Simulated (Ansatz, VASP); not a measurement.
# Two plane-wave programs on Ir

```
CELL_PARAMETERS angstrom
0.00000 1.91560 1.91560
1.91560 0.00000 1.91560
1.91560 1.91560 0.00000
ATOMIC_POSITIONS crystal
Ir 0.00000 0.00000 0.00000
```

Alike in both runs: task single point; functional r2SCAN; k mesh 8 × 8 × 8; occupations gaussian, width 0.1 eV; no spin polarisation.

|  | VASP | Ansatz |
| --- | --- | --- |
| version | VASP 6.6.1 | Ansatz 0.2.0 |
| potentials or method | VASP PAW PBE potentials, release 64 (Ir), cutoff 520 eV | scalar-relativistic, plane waves, PAW |
| valence electrons in the cell | 9 | 17 |

```csv
,VASP,Ansatz,Ansatz less VASP
gap on the k mesh at the Fermi level (eV),none,none,-
pressure (GPa),8.0,5.4,-2.62
```

VASP's potentials were made for PBE, not for r2SCAN. A gap of «none» marks a metal or a gap that the smearing closes. VASP's potentials hold 9 valence electrons a cell and Ansatz's 17, so a difference there can come from the potentials and not from the codes.

Spin-orbit coupling is off throughout.
